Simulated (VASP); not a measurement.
Os:

```xyz
2
Lattice="2.7522 0.0000 0.0000 -1.3761 2.3835 0.0000 0.0000 0.0000 4.3483" Properties=species:S:1:pos:R:3 pbc="T T T"
Os    1.3761    0.7945    3.2612
Os    0.0000    1.5890    1.0871
```

Program: VASP 6.6.1. Alike in all runs: task single point; potentials or basis VASP PAW PBE potentials, release 64 (Os); no spin polarisation; cell as given; cutoff (eV) 520; smearing fermi-dirac 0.05 eV.

Order these runs on this cell by their pressure, lowest first.
A. level HF; k mesh 6 × 6 × 3; grid for exact exchange (PRECFOCK) Normal; share of exact exchange 1
B. level PBE exchange alone; k mesh 11 × 11 × 6
C. level r2SCAN; k mesh 11 × 11 × 6

A (-13.6 GPa), C (-6.3 GPa), B (37.1 GPa).

Caveats: some runs use coarse meshes; the PAW data sets were made with another functional, which shifts forces and pressure a little (at least some runs); the cell stands under tension (at least some runs); the cell stands under pressure (at least some runs).
